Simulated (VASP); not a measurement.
Set up this calculation in VASP 6.6.1, as the native input.

- Task: single point
- Functional: PBE
- Potentials or basis: VASP PAW PBE potentials, release 64 (K_sv, Br)
- Cutoff: 520 eV
- k mesh: 10 × 10 × 10
- Occupations: gaussian, width 0.05 eV
- Spin: no spin polarisation
- Dipole correction: no
- Further INCAR settings: ALGO = Normal; EDIFF = 1e-06; NBANDS = 15

The structure of KBr lies in POSCAR:

```
KBr
1.0
    0.0000000000      3.3083177322      3.3083177322
    3.3083177322      0.0000000000      3.3083177322
    3.3083177322      3.3083177322      0.0000000000
K Br
1 1
Direct
    0.0000000000      0.0000000000      0.0000000000
    0.5000000000      0.5000000000      0.5000000000
```

These files were run (other wordings do the same):

INCAR

```
PREC = Accurate
ENCUT = 520
EDIFF = 1E-6
ISMEAR = 0
SIGMA = 0.05
LREAL = F
LASPH = T
NELM = 60
ALGO = Normal
ISIF = 2
LWAVE = F
LCHARG = F
GGA = PE
NBANDS = 15
```

KPOINTS

```
Automatic mesh
0
Gamma
  10 10 10
```

Potentials or basis: VASP PAW PBE potentials, release 64 (K_sv, Br).

Launch:

```sh
$ cat potpaw_PBE.64/K_sv/POTCAR potpaw_PBE.64/Br/POTCAR > POTCAR
$ mpirun -np 1 vasp_std > vasp.out
```

Results of the run:

| Property | Result |
| --- | --- |
| Pressure | 0.6 GPa |
| Band gap on the k mesh | 4.41 eV |

It took 76 s on 1 thread of Intel Xeon 8259CL (shared host), peak memory 0.23 GiB.
